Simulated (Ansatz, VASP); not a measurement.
# Two plane-wave programs on SrO

INCAR

```
  PREC = Accurate
  ENCUT = 520
  EDIFF = 1E-6
  ISMEAR = 0
  SIGMA = 0.05
  LREAL = F
  LASPH = T
  NELM = 60
  ALGO = Normal
  ISIF = 2
  LWAVE = F
  LCHARG = F
  GGA = PE
  NBANDS = 15
```

Contents of KPOINTS:

```
Automatic mesh
0
Gamma
  8 8 8
```

Contents of POSCAR:

```
SrO
1.0
    0.0000000000      2.5698000000      2.5698000000
    2.5698000000      0.0000000000      2.5698000000
    2.5698000000      2.5698000000      0.0000000000
Sr O
1 1
Direct
   -0.0170246712     -0.0170246712      0.0170246712
    0.5000000000      0.5000000000      0.5000000000
```

Input for Ansatz:

```yaml
crystal:
  lattice:
    - [0.0, 2.5698, 2.5698]
    - [2.5698, 0.0, 2.5698]
    - [2.5698, 2.5698, 0.0]
  atoms:
    - { symbol: Sr, position: [-0.0170246712, -0.0170246712, 0.0170246712] }
    - { symbol: O, position: [0.5, 0.5, 0.5] }
basis:
  ecutwfc: 420
kpoints:
  mp_grid: { grid: [8, 8, 8] }
hamiltonian:
  xc: pbe
scf:
  occupations: { method: gaussian, width: 0.05 }
output:
  forces: true
  stress: true
  eigenvalues: true
```

Change from the starting cell: all Sr atoms moved +0.087 Å, as atom 1 towards its neighbour atom 2 (O) at 2.570 Å.

Alike in both runs: task single point; functional PBE; k mesh 8 × 8 × 8; occupations gaussian, width 0.05 eV; no spin polarisation.

|  | VASP | Ansatz |
| --- | --- | --- |
| version | VASP 6.6.1 | Ansatz 0.2.0 |
| potentials or method | VASP PAW PBE potentials, release 64 (Sr_sv, O), cutoff 520 eV | scalar-relativistic, plane waves, PAW |
| valence electrons in the cell | 16 | 16 |

Ansatz gave:

- gap on the k mesh at the Fermi level (eV): 3.33
- least direct gap on the mesh (eV): 3.40
- pressure (GPa): 3.1
- traceless stress, the component that is largest in VASP (GPa): 0.56
- rms of the force components (eV/Å): 0.116

What did VASP give for the same quantities?

gap on the k mesh at the Fermi level (eV): 3.28; least direct gap on the mesh (eV): 3.36; pressure (GPa): 3.7; traceless stress, the component that is largest in VASP (GPa): 0.60; rms of the force components (eV/Å): 0.124.

Atom by atom the forces differ by 0.008 eV/Å (rms over components).
